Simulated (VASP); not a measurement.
# TiWO5 in VASP: a series of runs

The runs below take TiWO5 through single point, with PBE.

Program: VASP 6.6.1. These are calculated values, not measurements. Logs are shortened: lines on timing, memory, paths and dates and some standing lists are left out, and cuts for length are marked.

### Step 1. The cell of the first run

The cell holds an amorphous packing of atoms, 21 atoms: a = 6.839 Å, b = 6.600 Å, c = 6.436 Å, α = 91.29°, β = 90.74°, γ = 86.30°.

### Step 2. Single point, PBE

INCAR

```
PREC = Accurate
ENCUT = 520
EDIFF = 1E-7
ISMEAR = -1
SIGMA = 0.3275
LREAL = Auto
LASPH = True
NELM = 60
ALGO = Normal
ISIF = 2
LWAVE = False
LCHARG = False
GGA = PE
NBANDS = 100
ISYM = 0
```

KPOINTS

```
Automatic mesh
0
Gamma
  1 1 1
```

POSCAR

```
TiWO5
1.0
    6.8352020000      0.2165210000     -0.0414970000
    0.2165210000      6.5964430000     -0.0725360000
   -0.0414970000     -0.0725360000      6.4352090000
Ti O W
3 15 3
Direct
    0.9758152035      0.5101613666      0.9382769803
    0.6159903528      0.8561349468      1.1370384950
    0.3223000946      0.5416231878      0.3952826810
    0.2829332113      0.6786116531      0.6805871658
    0.7881728362      0.3379320686      0.8153826937
    0.3415289026      0.2193102389      0.6522233097
    0.4485669681      0.7826523632      0.3644241633
    0.9874124738      0.4046620803      0.4040184591
    0.1349318023     -0.0681927591      0.9404284826
    0.4925558466      0.9827425068      0.8842590506
    0.4408423540      0.5061983382      0.9203583346
    0.6708703276      1.0470646664      0.5619127504
    0.6970988822      0.5509983382      1.1462126137
    0.5208128730      0.3836314247      0.4840458578
    0.1984895172      0.4974827521      0.1307180743
    0.8929910533      0.7346448590      1.0205863787
    1.0253637754      0.9318752328      0.5761641965
    0.5915345374      0.1316046032      0.1845967987
    0.7515582651      0.2501086194      0.4259181469
    0.5398897043      0.2723012939      0.8634391594
    0.2317968855     -0.0280682720      0.7033078359
```

Potentials or basis: VASP PAW PBE potentials, release 64 (Ti_sv, O, W_sv).

The run is started by

```console
cat potpaw_PBE.64/Ti_sv/POTCAR potpaw_PBE.64/O/POTCAR potpaw_PBE.64/W_sv/POTCAR > POTCAR
mpirun -np 1 vasp_gam > vasp.out
```

OUTCAR:

```text
PREC = Accurate
   ENCUT = 520
   EDIFF = 1E-7
   ISMEAR = -1
   LREAL = Auto
   LASPH = True
   NELM = 60
   ISIF = 2
   GGA = PE
   ISYM = 0

 ion  position               nearest neighbor table
   1  0.976  0.510  0.938-  16 1.63   5 1.92  15 1.95  13 2.34
   2  0.616  0.856  0.137-  18 1.83   7 1.96  10 2.00  13 2.06  16 2.15
   3  0.322  0.542  0.395-  14 1.76   7 1.87  15 1.92   4 2.04
   4  0.283  0.679  0.681-  21 1.95   3 2.04
   5  0.788  0.338  0.815-  20 1.81   1 1.92  19 2.57
   6  0.342  0.219  0.652-  21 1.88  20 1.95
   7  0.449  0.783  0.364-   3 1.87   2 1.96
   8  0.987  0.405  0.404-  19 1.97
   9  0.135  0.932  0.940-  21 1.70
  10  0.493  0.983  0.884-  20 1.97   2 2.00  21 2.12
  11  0.441  0.506  0.920-  20 1.68
  12  0.671  0.047  0.562-  19 1.74  20 2.55
  13  0.697  0.551  0.146-   2 2.06   1 2.34  19 2.72
  14  0.521  0.384  0.484-   3 1.76  19 1.80  20 2.56
  15  0.198  0.497  0.131-   3 1.92   1 1.95
  16  0.893  0.735  0.021-   1 1.63   2 2.15
  17  0.025  0.932  0.576-  21 1.66
  18  0.592  0.132  0.185-   2 1.83  19 2.06  20 2.30
  19  0.752  0.250  0.426-  12 1.74  14 1.80   8 1.97  18 2.06   5 2.57  13 2.72  20 3.18
  20  0.540  0.272  0.863-  11 1.68   5 1.81   6 1.95  10 1.97  18 2.30  12 2.55  14 2.56  21 3.13
                            19 3.18
  21  0.232  0.972  0.703-  17 1.66   9 1.70   6 1.88   4 1.95  10 2.12  20 3.13

IMPORTANT INFORMATION: All symmetrisations will be switched off!
NOSYMM: (Re-)initialisation of all symmetry stuff for point group C_1.

----------------------------------------------------------------------------------------

                                     Primitive cell

  volume of cell :     289.8031

  direct lattice vectors                    reciprocal lattice vectors
     6.835202000  0.216521000 -0.041497000     0.146458835 -0.004797560  0.000890353
     0.216521000  6.596443000 -0.072536000    -0.004797560  0.151772799  0.001679807
    -0.041497000 -0.072536000  6.435209000     0.000890353  0.001679807  0.155419784

  length of vectors
     6.838756446  6.600394160  6.435751576     0.146540095  0.151857897  0.155431412

  position of ions in fractional coordinates (direct lattice)
     0.975815203  0.510161367  0.938276980
     0.615990353  0.856134947  0.137038495
     0.322300095  0.541623188  0.395282681
     0.282933211  0.678611653  0.680587166
     0.788172836  0.337932069  0.815382694
     0.341528903  0.219310239  0.652223310
[... 13 lines left out ...]
     0.539889704  0.272301294  0.863439159
     0.231796886  0.971931728  0.703307836

  ion indices of the primitive-cell ions
[... 76 lines left out ...]
   ISIF   =      2    stress and relaxation
   ISYM   =      0    0-nonsym 1-usesym 2-fastsym
   POTIM  = 0.5000    time-step for ionic-motion
   TEBEG  =    0.0;   TEEND  =   0.0 temperature during run
   PSTRESS=    0.0 pullay stress
   NELECT =     168.0000    total number of electrons
   NUPDOWN=      -1.0000    fix difference up-down
   EMIN   =  10.00;   EMAX   =-10.00  energy-range for DOS
   EFERMI =   0.00;   METHOD = LEGACY
   ISMEAR =    -1;   SIGMA  =   0.33  broadening in eV -4-tet -1-fermi 0-gaus
   EFERMI_NEDOS =   21; number of points for ismear=-14 and -15
   IALGO  =     38    algorithm
   IMIX   =      4    mixing-type and parameters
     AMIX     =   0.40;   BMIX     =  1.00
     AMIX_MAG =   1.60;   BMIX_MAG =  1.00
  volume/ion in A,a.u.               =      13.80        93.13
  Fermi-wavevector in a.u.,A,eV,Ry     =   1.365034  2.579541 25.351990  1.863319
  Thomas-Fermi vector in A             =   2.491298
   LORBIT       =      0    0 simple, 1 ext, 2 COOP (PROOUT), +10 PAW based schemes
   GGA     = PE    functional components
   LHFCALC =     F    Hartree Fock is set to
   AEXX    =    0.0000 exact exchange contribution
   IVDW    =     0    specifies the selected vdW correction
   LEPSILON=     F    determine dielectric tensor
   LRPA    =     F    only Hartree local field effects (RPA)
 non-spin polarized calculation
  energy-cutoff  :      520.00
  volume of cell :      289.80
 maximum number of plane-waves:      3899
 NGX is ok and might be reduce to    50
   NGX = 25   NGY = 25   NGZ = 23

 number of electron     167.9999990 magnetization

 Free energy of the ion-electron system (eV)
  ---------------------------------------------------
  ext. energy  EPLUGINS =         0.00000000
  ---------------------------------------------------
  free energy    TOTEN  =      -171.71127833 eV

  energy without entropy =     -170.01579563  energy(sigma->0) =     -170.86353698

 E-fermi :   3.3949     XC(G=0):  -9.7396

 val. band max:        2.9900117531   @ k =   0.0000   0.0000   0.0000
 cond. band min:       3.8456257926   @ k =   0.0000   0.0000   0.0000
 fundamental gap:      0.8556140395
 Fermi energy:         3.3948664013

 k-point     1 :       0.0000    0.0000    0.0000
  band No.  band energies     occupation
      1     -72.7472      2.00000
      2     -72.4996      2.00000
      3     -71.4554      2.00000
      4     -54.8033      2.00000
      5     -54.3620      2.00000
      6     -54.3290      2.00000
[... 88 lines left out ...]
     95       5.7049      0.00173
     96       5.7779      0.00138
 [bands above 96 left out]

------------------------ aborting loop because EDIFF is reached ----------------------------------------

  FORCE on cell =-STRESS in cart. coord.  units (eV):
  Direction    XX          YY          ZZ          XY          YZ          ZX
  --------------------------------------------------------------------------------------
  -------------------------------------------------------------------------------------
  Total       23.5838912     18.0389537     11.0680819     -5.0245330     -0.1594301     -2.5193804
  in kB      130.3836041     99.7284029     61.1899198    -27.7781440     -0.8814096    -13.9284010
  external PRESSURE =      97.1006422 kB  Pullay stress =       0.0000000 kB

 VOLUME and BASIS-vectors are now :
 -----------------------------------------------------------------------------
  energy-cutoff  :      520.00
  volume of cell :      289.80
      direct lattice vectors                 reciprocal lattice vectors
     6.835202000  0.216521000 -0.041497000     0.146458835 -0.004797560  0.000890353
     0.216521000  6.596443000 -0.072536000    -0.004797560  0.151772799  0.001679807
    -0.041497000 -0.072536000  6.435209000     0.000890353  0.001679807  0.155419784

 POSITION                                       TOTAL-FORCE (eV/Angst)
 -----------------------------------------------------------------------------------
      6.74142      3.50848      5.96051         2.150358     -0.274234      2.358061
      4.39010      5.77088      0.79421        -1.030056     -4.126464     -0.623148
      2.30386      3.61390      2.49106        -3.091539      3.351741     -0.165710
      2.05260      4.48832      4.31876        -0.441008     -1.242173     -2.280712
      5.42665      2.34066      5.18994         1.739563     -0.807656     -1.524193
      2.35484      1.47331      4.16711        -2.142553      0.804481      1.435494
[... 13 lines left out ...]
      3.71338      1.85049      5.51426         0.183080     -2.346535     -0.412753
      1.76564      6.41047      4.44581         3.189017     -4.160249      1.574349
 -----------------------------------------------------------------------------------
    total drift:                                0.008098     -0.001908     -0.014162

  FREE ENERGIE OF THE ION-ELECTRON SYSTEM (eV)
  ---------------------------------------------------
  free  energy   TOTEN  =      -171.7112783268 eV

  energy  without entropy=     -170.0157956348  energy(sigma->0) =     -170.86353698
```

stdout:

```text
POSCAR found type information on POSCAR TiO W
 POSCAR found :  3 types and      21 ions
 scaLAPACK will be used
 LDA part: xc-table for (Slater+PW92), standard interpolation
 POSCAR, INCAR and KPOINTS ok, starting setup
 FFT: planning ... GRIDC
 FFT: planning ... GRID_SOFT
 FFT: planning ... GRID
 WAVECAR not read
 entering main loop
```

Run time: 65 s. Hardware: 1 thread of Intel Xeon Platinum 8488C (Sapphire Rapids), shared host; peak memory 0.32 GiB.

Results:

```
Free energy            : -171.7113 eV
Pressure               : 9.7 GPa
Largest force          : 7.144 eV/Å
Band gap on the k mesh : 0.86 eV
```

Forces on the atoms (eV/Å):
```
Ti   2.150 -0.274  2.358
Ti  -1.030 -4.126 -0.623
Ti  -3.092  3.352 -0.166
O   -0.441 -1.242 -2.281
O    1.740 -0.808 -1.524
O   -2.143  0.804  1.435
O    0.284  0.405 -2.129
O   -2.105 -2.569  1.580
O   -0.328  2.079  3.110
O    1.117 -2.176  1.797
O   -0.260  1.076  0.379
O    1.209 -1.158  0.838
O    0.393 -0.943  1.304
O    1.995  2.311 -0.312
O   -1.391 -0.595  0.626
O   -1.230  4.149 -0.170
O   -5.164  0.748 -4.880
O    2.167  3.493  0.122
W    2.757  1.981 -2.628
W    0.183 -2.347 -0.413
W    3.189 -4.160  1.574
```

Stress tensor (GPa, compression positive):
```
13.04 -2.78 -1.39
-2.78  9.97 -0.09
-1.39 -0.09  6.12
```

Caveat: the k points lie up to 0.98 Å⁻¹ apart; spin-orbit coupling is left out, which moves the levels of the heavy elements.

[end of part 1 of 2]
